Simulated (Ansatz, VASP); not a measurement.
NbFe2N3: VASP beside Ansatz

INCAR

```
PREC = Accurate
ENCUT = 520
EDIFF = 1E-6
ISMEAR = 0
SIGMA = 0.1
LREAL = False
LASPH = True
NELM = 100
ALGO = Normal
ISIF = 2
LWAVE = False
LCHARG = False
GGA = PE
NBANDS = 31
```

KPOINTS

```
regular mesh
0
Gamma
  6 4 4
```

The input POSCAR:

```
NbFe2N3
1.0
    2.8693076567      0.0000000000      0.0000000000
    0.0000000000      4.2139347317      3.3372280816
    0.0000000000     -4.2139347317      3.3372280816
Nb Fe N
1 2 3
Direct
    0.5000000000      0.2243904966      0.2243904966
    0.0000000000      0.2594936073      0.6660825375
    0.0000000000      0.6660825375      0.2594936073
    0.0000000000      0.4815193848      0.4815193848
    0.0000000000      0.3706111293      0.9968720500
    0.0000000000      0.9968720500      0.3706111293
```

Input for Ansatz:

```yaml
crystal:
  lattice:
    - [2.8693076567, 0.0, 0.0]
    - [0.0, 4.2139347317, 3.3372280816]
    - [0.0, -4.2139347317, 3.3372280816]
  atoms:
    - { symbol: Nb, position: [0.5, 0.2243904966, 0.2243904966] }
    - { symbol: Fe, position: [0.0, 0.2594936073, 0.6660825375] }
    - { symbol: Fe, position: [0.0, 0.6660825375, 0.2594936073] }
    - { symbol: "N", position: [0.0, 0.4815193848, 0.4815193848] }
    - { symbol: "N", position: [0.0, 0.3706111293, 0.99687205] }
    - { symbol: "N", position: [0.0, 0.99687205, 0.3706111293] }
basis:
  ecutwfc: 420
kpoints:
  mp_grid: { grid: [6, 4, 4] }
hamiltonian:
  xc: pbe
scf:
  occupations: { method: gaussian, width: 0.1 }
  lower_state_search: "off"
output:
  forces: true
  stress: true
  eigenvalues: true
```

Change from the starting cell: the structure that the rattled cell fell into.

Alike in both runs: task single point; functional PBE; k mesh 6 × 4 × 4; occupations gaussian, width 0.1 eV; no spin polarisation.

|  | VASP | Ansatz |
| --- | --- | --- |
| version | VASP 6.6.1 | Ansatz 0.2.0 |
| potentials or method | VASP PAW PBE potentials, release 64 (Nb_sv, Fe, N), cutoff 520 eV | scalar-relativistic, plane waves, PAW |
| valence electrons in the cell | 44 | 60 |

|  | VASP | Ansatz | Ansatz less VASP |
| --- | --- | --- | --- |
| gap on the k mesh at the Fermi level (eV) | none | none | - |
| pressure (GPa) | 1.6 | 0.6 | -1.03 |
| traceless stress, the component that is largest in VASP (GPa) | -1.30 | -0.08 | +1.222 |
| rms of the force components (eV/Å) | 0.123 | 0.069 | -0.0541 |

Atom by atom the forces differ by 0.078 eV/Å (rms over components). A gap of «none» marks a metal or a gap that the smearing closes. VASP's potentials hold 44 valence electrons a cell and Ansatz's 60, so a difference there can come from the potentials and not from the codes.

The k mesh is coarse, so the values compare programs but aren't converged.
